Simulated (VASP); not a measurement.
# NbP: single point with LDA

NbP:

```
Nb P
1.0
    -1.68602    1.68602    5.77812
     1.68602   -1.68602    5.77812
     1.68602    1.68602   -5.77812
Nb P
2 2
Direct
  0.24988 0.74988 0.50000
  0.49988 0.49988 0.00000
  0.83275 0.33275 0.50000
  0.08275 0.08275 0.00000
```

This cell differs from its parent crystal: volume scaled by 1.02.

```
Program             : VASP 6.6.1
Task                : single point
Functional          : LDA
Potentials or basis : VASP PAW LDA potentials, release 64 (Nb_sv, P)
Cutoff              : 520 eV
k mesh              : 11 × 11 × 11
Occupations         : fermi-dirac, width 0.05 eV
Spin                : no spin polarisation
```

```yaml
Pressure: -12.7 GPa
Largest_force: 0.009 eV/Å
Band_gap_on_the_k_mesh: zero (filled and empty bands overlap)
```

Forces in eV/Å, atoms in the order of the input:
```
Nb   0.000  0.000  0.009
Nb   0.000  0.000  0.009
P    0.000  0.000 -0.009
P    0.000  0.000 -0.009
```

Stress tensor (GPa, compression positive):
```
-12.95   0.00   0.00
  0.00 -12.95   0.00
  0.00   0.00 -12.22
```

Levels at points of the mesh, in eV from the Fermi level:
```csv
k point,band 14,band 15,band 16,band 17,band 18,band 19,band 20,band 21,band 22,band 23
"(0.00, 0.00, 0.00)",-2.18,-2.07,-1.67,-1.33,-1.33,0.81,1.54,2.57,3.05,3.05
```

Wall time 13 min on 1 thread of AMD EPYC 7R43 64-Core Processor (Zen 3) (shared host), peak memory 0.34 GiB.
